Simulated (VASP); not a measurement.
Write the native input for VASP 6.6.1 that does the following.

```yaml
Task: single point
Functional: PBE
Potentials_or_basis: VASP PAW PBE potentials, release 64 (Rb_sv)
Cutoff: 520 eV
k_mesh: 12 × 12 × 12
Occupations: gaussian, width 0.15 eV
Spin: no spin polarisation
Dipole_correction: no
Further_INCAR_settings: ALGO = Fast; EDIFF = 1e-06; NBANDS = 10
```

The structure of Rb lies in POSCAR:

```
Rb
1.0
   -3.0304800000      3.0304800000      2.8060000000
    3.0304800000     -3.0304800000      2.8060000000
    3.0304800000      3.0304800000     -2.8060000000
Rb
1
Direct
    0.0000000000      0.0000000000      0.0000000000
```

This cell differs from its parent crystal: strain +0.080 along x and y, +0.000 along z.

These files were run (other wordings do the same):

INCAR

```
  ALGO = Fast
  EDIFF = 1E-6
  ENCUT = 520
  GGA = PE
  ISIF = 2
  ISMEAR = 0
  LASPH = True
  LCHARG = False
  LREAL = False
  LWAVE = False
  NBANDS = 10
  NELM = 80
  PREC = Accurate
  SIGMA = 0.15
```

KPOINTS

```
k-points
0
Gamma
  12 12 12
```

Potentials or basis: VASP PAW PBE potentials, release 64 (Rb_sv).

Launch:

```sh
$ cat potpaw_PBE.64/Rb_sv/POTCAR > POTCAR
$ mpirun -np 1 vasp_std > vasp.out
```

It gave:

The pressure is -0.3 GPa and the band gap on the k mesh is zero (an odd number of electrons rules out a gap without spin polarisation).

Caveat: the cell differs from its parent crystal (strain +0.080 along x and y, +0.000 along z).

Run time: 120 s on 1 thread of Intel(R) Xeon(R) Platinum 8488C (Sapphire Rapids), with other jobs on the host, peak memory 0.34 GiB.
